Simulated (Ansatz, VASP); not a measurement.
One calculation of TiC, two programs

INCAR

```
PREC = Accurate
ENCUT = 520
EDIFF = 1E-6
ISMEAR = 0
SIGMA = 0.15
LREAL = False
LASPH = True
NELM = 80
ALGO = Normal
ISIF = 2
LWAVE = False
LCHARG = False
GGA = PE
NBANDS = 15
```

The input KPOINTS:

```
Automatic mesh
0
Gamma
  20 20 20
```

POSCAR

```
TiC
1.0
    0.0000000000      2.1640000000      2.1640000000
    2.1640000000      0.0000000000      2.1640000000
    2.1640000000      2.1640000000      0.0000000000
Ti C
1 1
Direct
    0.0000000000      0.0000000000      0.0000000000
    0.5000000000      0.5000000000      0.5000000000
```

Input for Ansatz:

```yaml
crystal:
  lattice:
    - [0.0, 2.164, 2.164]
    - [2.164, 0.0, 2.164]
    - [2.164, 2.164, 0.0]
  atoms:
    - { symbol: Ti, position: [0.0, 0.0, 0.0] }
    - { symbol: C, position: [0.5, 0.5, 0.5] }
basis:
  ecutwfc: 420
kpoints:
  mp_grid: { grid: [20, 20, 20] }
hamiltonian:
  xc: pbe
scf:
  occupations: { method: gaussian, width: 0.15 }
output:
  forces: true
  stress: true
  eigenvalues: true
```

Alike in both runs: task single point; functional PBE; k mesh 20 × 20 × 20; occupations gaussian, width 0.15 eV; no spin polarisation.

|  | VASP | Ansatz |
| --- | --- | --- |
| version | VASP 6.6.1 | Ansatz 0.2.0 |
| potentials or method | VASP PAW PBE potentials, release 64 (Ti_sv, C), cutoff 520 eV | scalar-relativistic, plane waves, PAW |
| valence electrons in the cell | 16 | 16 |

Ansatz gave:

```
gap on the k mesh at the Fermi level (eV) : none
pressure (GPa)                            : 0.9
```

**Question.** What did VASP give for the same quantities?

**Answer.** gap on the k mesh at the Fermi level (eV): none; pressure (GPa): 1.1.

A gap of «none» marks a metal or a gap that the smearing closes.
